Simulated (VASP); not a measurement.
# SiC (P6_3mc) in VASP: settings compared

SiC is run at these levels: LDA, r2SCAN, PBE0; tasks: single point.

Everything below comes from runs of VASP 6.6.1. Logs are shortened: lines on timing, memory, paths and dates and some standing lists are left out, and cuts for length are marked.

## (1) The cell of the first run

Symmetry: P6_3mc, No. 186, hexagonal system. The conventional cell has a = 3.075 Å, b = 3.075 Å, c = 5.048 Å, α = 90.00°, β = 90.00°, γ = 120.00°. Within 2.5 Å of Si (site symmetry 3m) lie 4 C at 1.88 to 1.90 Å. Within 2.5 Å of C (site symmetry 3m) lie 4 Si at 1.88 to 1.90 Å.

## (2) Single point, LDA

Input file INCAR:

```
SYSTEM = SiC
  ALGO = Normal
  EDIFF = 1E-6
  ENCUT = 520
  GGA = CA
  ISIF = 2
  ISMEAR = 0
  LASPH = .True.
  LCHARG = .False.
  LREAL = .False.
  LWAVE = .False.
  NBANDS = 16
  NELM = 60
  PREC = Accurate
  SIGMA = 0.01
```

Input file KPOINTS:

```
k-points
0
Gamma
  12 12 6
  0 0 0
```

Input file POSCAR:

```
SiC
1.0
    3.0753565471      0.0000000000      0.0000000000
   -1.5376782736      2.6633368955      0.0000000000
    0.0000000000      0.0000000000      5.0481095356
Si C
2 2
Direct
    0.3333333333      0.6666666667      0.0045919551
    0.6666666667      0.3333333333      0.5045919551
    0.3333333333      0.6666666667      0.3804080449
    0.6666666667      0.3333333333      0.8804080449
```

Potentials or basis: VASP PAW LDA potentials, release 64 (Si, C).

Command:

```bash
> cat potpaw_LDA.64/Si/POTCAR potpaw_LDA.64/C/POTCAR > POTCAR
> mpirun -np 1 vasp_std > vasp.out
```

OUTCAR:

```text
SYSTEM = SiC
   EDIFF = 1E-6
   ENCUT = 520
   GGA = CA
   ISIF = 2
   ISMEAR = 0
   LASPH = .True.
   LREAL = .False.
   NELM = 60
   PREC = Accurate

 ion  position               nearest neighbor table
   1  0.333  0.667  0.005-   4 1.88   4 1.88   4 1.88   3 1.90   2 3.09   2 3.09   2 3.09   2 3.09
                             2 3.09   2 3.09
   2  0.667  0.333  0.505-   3 1.88   3 1.88   3 1.88   4 1.90   1 3.09   1 3.09   1 3.09   1 3.09
                             1 3.09   1 3.09
   3  0.333  0.667  0.380-   2 1.88   2 1.88   2 1.88   1 1.90
   4  0.667  0.333  0.880-   1 1.88   1 1.88   1 1.88   2 1.90

  LATTYP: Found a hexagonal cell.
 ALAT       =     3.0753565471
 C/A-ratio  =     1.6414713085

  Lattice vectors:

 A1 = (   3.0753565471,   0.0000000000,   0.0000000000)
 A2 = (  -1.5376782736,   2.6633368955,   0.0000000000)
 A3 = (   0.0000000000,   0.0000000000,   5.0481095356)

Analysis of symmetry for initial positions (statically):
=====================================================================
 Subroutine PRICEL returns:
 Original cell was already a primitive cell.

 Routine SETGRP: Setting up the symmetry group for a
 hexagonal supercell.

 Subroutine GETGRP returns: Found 12 space group operations
 (whereof  6 operations were pure point group operations)
 out of a pool of 24 trial point group operations.

The static configuration has the point symmetry C_3v.
 The point group associated with its full space group is C_6v.

Analysis of symmetry for dynamics (positions and initial velocities):
=====================================================================
 Subroutine PRICEL returns:
 Original cell was already a primitive cell.

 Routine SETGRP: Setting up the symmetry group for a
 hexagonal supercell.

 Subroutine GETGRP returns: Found 12 space group operations
 (whereof  6 operations were pure point group operations)
 out of a pool of 24 trial point group operations.

The dynamic configuration has the point symmetry C_3v.
 The point group associated with its full space group is C_6v.

 Subroutine INISYM returns: Found 12 space group operations
 (whereof  6 operations are pure point group operations),
 and found     1 'primitive' translations

----------------------------------------------------------------------------------------

                                     Primitive cell

  volume of cell :      41.3476

  direct lattice vectors                    reciprocal lattice vectors
     3.075356547  0.000000000  0.000000000     0.325165549  0.187734417  0.000000000
    -1.537678274  2.663336896  0.000000000     0.000000000  0.375468834  0.000000000
     0.000000000  0.000000000  5.048109536     0.000000000  0.000000000  0.198093958

  length of vectors
     3.075356547  3.075356547  5.048109536     0.375468834  0.375468834  0.198093958

  position of ions in fractional coordinates (direct lattice)
     0.333333333  0.666666667  0.004591955
     0.666666667  0.333333333  0.504591955
     0.333333333  0.666666667  0.380408045
     0.666666667  0.333333333  0.880408045

  ion indices of the primitive-cell ions
   primitive index   ion index
                 1           1
                 2           2
                 3           3
                 4           4

----------------------------------------------------------------------------------------

 KPOINTS: k-points

Automatic generation of k-mesh.
 Grid dimensions read from file:
 generate k-points for:   12   12    6

 Generating k-lattice:

  Cartesian coordinates                     Fractional coordinates (reciprocal lattice)
     0.027097129  0.015644535  0.000000000     0.083333333  0.000000000  0.000000000
     0.000000000  0.031289070  0.000000000     0.000000000  0.083333333  0.000000000
     0.000000000  0.000000000  0.033015660     0.000000000  0.000000000  0.166666667

  Length of vectors
     0.031289070  0.031289070  0.033015660

  Shift w.r.t. Gamma in fractional coordinates (k-lattice)
     0.000000000  0.000000000  0.000000000

 Subroutine IBZKPT returns following result:
 ===========================================

 Found     76 irreducible k-points:

 Following reciprocal coordinates:
            Coordinates               Weight
  0.000000  0.000000  0.000000      1.000000
  0.083333 -0.000000  0.000000      6.000000
  0.166667 -0.000000  0.000000      6.000000
  0.250000  0.000000  0.000000      6.000000
  0.333333  0.000000  0.000000      6.000000
  0.416667  0.000000  0.000000      6.000000
[... 16 lines left out ...]
  0.250000  0.000000  0.166667     12.000000
  0.333333  0.000000  0.166667     12.000000
 [... further k-points ...]
   k-points           NKPTS =     76   k-points in BZ     NKDIM =     76   number of bands    NBANDS=     16
   number of dos      NEDOS =    301   number of ions     NIONS =      4
   total plane-waves  NPLWV =  23040
   dimension x,y,z NGX =    24 NGY =   24 NGZ =   40
   dimension x,y,z NGXF=    48 NGYF=   48 NGZF=   80
   ions per type =               2   2
   NGX,Y,Z   is equivalent  to a cutoff of  12.97, 12.97, 13.17 a.u.
   NGXF,Y,Z  is equivalent  to a cutoff of  25.95, 25.95, 26.35 a.u.
 SYSTEM =  SiC
   PREC   = accura    normal or accurate (medium, high low for compatibility)
   ISTART =      0    job   : 0-new  1-cont  2-samecut
   ICHARG =      2    charge: 1-file 2-atom 10-const
   ISPIN  =      1    spin polarized calculation?
   LNONCOLLINEAR =      F non collinear calculations
   LSORBIT =      F    spin-orbit coupling
   LASPH  =      T    aspherical Exc in radial PAW
   ENCUT  =  520.0 eV  38.22 Ry    6.18 a.u.   5.72  5.72  9.39*2*pi/ulx,y,z
   NELM   =     60;   NELMIN=  2; NELMDL= -5     # of ELM steps
   EDIFF  = 0.1E-05   stopping-criterion for ELM
   LREAL  =      F    real-space projection
   EDIFFG = 0.1E-04   stopping-criterion for IOM
   NSW    =      0    number of steps for IOM
   IBRION =     -1    ionic relax: 0-MD 1-quasi-New 2-CG
   NFREE  =      0    steps in history (QN), initial steepest desc. (CG)
   ISIF   =      2    stress and relaxation
   ISYM   =      2    0-nonsym 1-usesym 2-fastsym
   POTIM  = 0.5000    time-step for ionic-motion
   TEBEG  =    0.0;   TEEND  =   0.0 temperature during run
   PSTRESS=    0.0 pullay stress
   NELECT =      16.0000    total number of electrons
   NUPDOWN=      -1.0000    fix difference up-down
   EMIN   =  10.00;   EMAX   =-10.00  energy-range for DOS
   EFERMI =   0.00;   METHOD = LEGACY
   ISMEAR =     0;   SIGMA  =   0.01  broadening in eV -4-tet -1-fermi 0-gaus
   EFERMI_NEDOS =   21; number of points for ismear=-14 and -15
   IALGO  =     38    algorithm
   IMIX   =      4    mixing-type and parameters
     AMIX     =   0.40;   BMIX     =  1.00
     AMIX_MAG =   1.60;   BMIX_MAG =  1.00
  volume/ion in A,a.u.               =      10.34        69.76
  Fermi-wavevector in a.u.,A,eV,Ry     =   1.192975  2.254396 19.363670  1.423190
  Thomas-Fermi vector in A             =   2.329001
   LORBIT       =      0    0 simple, 1 ext, 2 COOP (PROOUT), +10 PAW based schemes
   GGA     = CA    functional components
   LHFCALC =     F    Hartree Fock is set to
   AEXX    =    0.0000 exact exchange contribution
   IVDW    =     0    specifies the selected vdW correction
   LEPSILON=     F    determine dielectric tensor
   LRPA    =     F    only Hartree local field effects (RPA)
 non-spin polarized calculation
 Gauss-broadening in eV      SIGMA  =   0.01
  energy-cutoff  :      520.00
  volume of cell :       41.35
 maximum number of plane-waves:      1126
 NGX is ok and might be reduce to    24
   NGX = 11   NGY = 11   NGZ = 19

 number of electron      15.9999999 magnetization

 Free energy of the ion-electron system (eV)
  ---------------------------------------------------
  ext. energy  EPLUGINS =         0.00000000
  ---------------------------------------------------
  free energy    TOTEN  =       -33.26804110 eV

  energy without entropy =      -33.26804110  energy(sigma->0) =      -33.26804110

 E-fermi :   8.2722     XC(G=0): -11.5528

 val. band max:        8.2174668275   @ k =   0.0000   0.0000   0.0000
 cond. band min:      10.3650274013   @ k =   0.3333   0.3333   0.0000
 fundamental gap:      2.1475605738
 Fermi energy:         8.2722391207

 k-point     1 :       0.0000    0.0000    0.0000
  band No.  band energies     occupation
      1      -7.2658      2.00000
      2      -3.6483      2.00000
      3      -0.5026      2.00000
      4       6.9020      2.00000
      5       6.9020      2.00000
      6       8.1029      2.00000
[... 8 lines left out ...]
     15      17.0666      0.00000
     16      19.3830      0.00000

 k-point     2 :       0.0833   -0.0000    0.0000
  band No.  band energies     occupation
      1      -7.1447      2.00000
      2      -3.5443      2.00000
      3      -0.3910      2.00000
      4       6.2189      2.00000
      5       6.6896      2.00000
      6       7.7642      2.00000
[... 8 lines left out ...]
     15      17.3672      0.00000
     16      18.5421      0.00000

 k-point     3 :       0.1667   -0.0000    0.0000
  band No.  band energies     occupation
      1      -6.7847      2.00000
      2      -3.2407      2.00000
      3      -0.0650      2.00000
      4       4.7296      2.00000
      5       6.2102      2.00000
      6       6.6644      2.00000
[... 8 lines left out ...]
     15      17.6978      0.00000
     16      18.0252      0.00000

 k-point     4 :       0.2500    0.0000    0.0000
  band No.  band energies     occupation
      1      -6.1963      2.00000
      2      -2.7725      2.00000
      3       0.4300      2.00000
      4       3.0983      2.00000
      5       5.2896      2.00000
      6       5.6911      2.00000
[... 8 lines left out ...]
     15      18.1884      0.00000
     16      18.9206      0.00000
[... 324 lines left out ...]
 k-point    22 :       0.1667   -0.0000    0.1667
  band No.  band energies     occupation
      1      -6.6499      2.00000
      2      -3.7828      2.00000
      3       0.6737      2.00000
      4       4.8505      2.00000
      5       6.2823      2.00000
      6       6.3009      2.00000
[... 8 lines left out ...]
     15      17.8614      0.00000
     16      18.3907      0.00000

 k-point    23 :       0.2500    0.0000    0.1667
  band No.  band energies     occupation
      1      -6.0635      2.00000
      2      -3.2774      2.00000
      3       1.0535      2.00000
      4       3.2987      2.00000
      5       4.8997      2.00000
      6       5.7886      2.00000
[... 8 lines left out ...]
     15      18.8707      0.00000
     16      18.9179      0.00000

 k-point    24 :       0.3333    0.0000    0.1667
  band No.  band energies     occupation
      1      -5.2769      2.00000
      2      -2.6736      2.00000
      3       0.8991      2.00000
      4       2.5568      2.00000
      5       3.4670      2.00000
      6       5.3639      2.00000
[... 8 lines left out ...]
     15      19.4004      0.00000
     16      20.1334      0.00000

 [... further k-points ...]

------------------------ aborting loop because EDIFF is reached ----------------------------------------

  FORCE on cell =-STRESS in cart. coord.  units (eV):
  Direction    XX          YY          ZZ          XY          YZ          ZX
  --------------------------------------------------------------------------------------
  -------------------------------------------------------------------------------------
  Total       -0.9782251     -0.9782251     -0.9770768      0.0000000      0.0000000      0.0000000
  in kB      -37.9052196    -37.9052196    -37.8607258      0.0000000      0.0000000      0.0000000
  external PRESSURE =     -37.8903884 kB  Pullay stress =       0.0000000 kB

 VOLUME and BASIS-vectors are now :
 -----------------------------------------------------------------------------
  energy-cutoff  :      520.00
  volume of cell :       41.35
      direct lattice vectors                 reciprocal lattice vectors
     3.075356547  0.000000000  0.000000000     0.325165549  0.187734417  0.000000000
    -1.537678274  2.663336896  0.000000000     0.000000000  0.375468834  0.000000000
     0.000000000  0.000000000  5.048109536     0.000000000  0.000000000  0.198093958

 POSITION                                       TOTAL-FORCE (eV/Angst)
 -----------------------------------------------------------------------------------
     -0.00000      1.77556      0.02318        -0.000000      0.000000     -0.000405
      1.53768      0.88778      2.54724         0.000000      0.000000     -0.000405
     -0.00000      1.77556      1.92034         0.000000     -0.000000      0.000405
      1.53768      0.88778      4.44440        -0.000000      0.000000      0.000405
 -----------------------------------------------------------------------------------
    total drift:                               -0.000000     -0.000000     -0.000108

  FREE ENERGIE OF THE ION-ELECTRON SYSTEM (eV)
  ---------------------------------------------------
  free  energy   TOTEN  =       -33.2680410968 eV

  energy  without entropy=      -33.2680410968  energy(sigma->0) =      -33.26804110
```

Wall time 20 s (1 thread of Intel Xeon Platinum 8375C at 2.90GHz (Ice Lake), shared host); peak memory 0.16 GiB.

Results:

| Property | Result |
| --- | --- |
| Free energy | -33.2680 eV |
| Pressure | -3.8 GPa |
| Band gap on the k mesh | 2.15 eV (least direct gap 3.87 eV) |

Levels at points of the mesh, in eV from the valence-band top:
| k point | band 5 | band 6 | band 7 | band 8 | band 9 | band 10 | band 11 | band 12 |
| --- | --- | --- | --- | --- | --- | --- | --- | --- |
| (0.00, 0.00, 0.00) | -1.32 | -0.11 | 0.00 | 0.00 | 4.77 | 6.22 | 6.56 | 6.56 |
| (0.50, 0.00, 0.00) | -5.45 | -3.33 | -3.32 | -1.20 | 2.68 | 4.14 | 6.81 | 7.04 |
| (0.00, 0.00, 0.50) | -0.71 | -0.71 | -0.71 | -0.71 | 5.84 | 5.84 | 7.25 | 7.25 |
| (0.50, 0.00, 0.50) | -2.45 | -2.45 | -2.33 | -2.33 | 3.21 | 3.21 | 5.15 | 5.15 |

Caveat: the cell stands under tension.

## (3) Single point, r2SCAN

POSCAR is that of step 2.

Input file INCAR.step1:

```
SYSTEM = SiC
PREC     = Accurate       ! precision mode
ENCUT    = 520            ! plane-wave cutoff, eV
ISMEAR   = 0              ! smearing method
SIGMA    = 0.01           ! smearing width, eV
LREAL    = .FALSE.        ! projectors in reciprocal space
LASPH    = .TRUE.         ! aspherical terms in the spheres
NELM     = 80             ! most SCF steps
NBANDS   = 16             ! bands
GGA      = PE             ! functional
ALGO     = Normal         ! electronic algorithm
EDIFF    = 1E-4           ! SCF threshold, eV
LWAVE    = .TRUE.         ! write WAVECAR
LCHARG   = .FALSE.        ! write CHGCAR
```

Input file INCAR.step2:

```
SYSTEM = SiC
PREC     = Accurate       ! precision mode
ENCUT    = 520            ! plane-wave cutoff, eV
EDIFF    = 1E-6           ! SCF threshold, eV
ISMEAR   = 0              ! smearing method
SIGMA    = 0.01           ! smearing width, eV
LREAL    = .FALSE.        ! projectors in reciprocal space
LASPH    = .TRUE.         ! aspherical terms in the spheres
NELM     = 80             ! most SCF steps
ALGO     = Normal         ! electronic algorithm
ISIF     = 2              ! what is computed and relaxed
LWAVE    = .FALSE.        ! write WAVECAR
LCHARG   = .FALSE.        ! write CHGCAR
METAGGA  = R2SCAN         ! meta-GGA
LMIXTAU  = .TRUE.       
NBANDS   = 16             ! bands
ISTART   = 1
```

Input file KPOINTS:

```
regular mesh
0
G
  12 12 6
  0 0 0
```

Potentials or basis: VASP PAW PBE potentials, release 64 (Si, C).

Command:

```bash
> cat potpaw_PBE.64/Si/POTCAR potpaw_PBE.64/C/POTCAR > POTCAR
> cp INCAR.step1 INCAR
> mpirun -np 1 vasp_std > vasp.out
> cp INCAR.step2 INCAR
> mpirun -np 1 vasp_std > vasp.out
```

It took 89 s on 1 thread of Intel Xeon Platinum 8375C at 2.90GHz (Ice Lake), shared host; peak memory 0.18 GiB.

The run converged. Its results:

| Item | Value |
| --- | --- |
| Free energy | -38.6379 eV |
| Pressure | -0.2 GPa |
| Band gap on the k mesh | 2.66 eV (least direct gap 4.48 eV) |

Levels at points of the mesh, in eV from the valence-band top:
| k point | band 4 | band 5 | band 6 | band 7 | band 8 | band 9 | band 10 | band 11 | band 12 | band 13 |
| --- | --- | --- | --- | --- | --- | --- | --- | --- | --- | --- |
| (0.00, 0.00, 0.00) | -1.39 | -1.39 | -0.11 | 0.00 | 0.00 | 5.38 | 6.78 | 7.19 | 7.19 | 8.33 |
| (0.50, 0.00, 0.00) | -6.55 | -5.62 | -3.48 | -3.36 | -1.26 | 3.23 | 4.67 | 7.47 | 7.65 | 10.76 |
| (0.00, 0.00, 0.50) | -4.63 | -0.75 | -0.75 | -0.75 | -0.75 | 6.50 | 6.50 | 7.89 | 7.89 | 7.89 |
| (0.50, 0.00, 0.50) | -8.54 | -2.56 | -2.56 | -2.44 | -2.44 | 3.72 | 3.72 | 5.79 | 5.79 | 11.10 |

Caveat: the PAW data sets were made with another functional, which shifts forces and pressure a little. r2SCAN opens gaps a little over a GGA but as a rule still falls short of measured ones.

(Continued in part 2 of 2.)
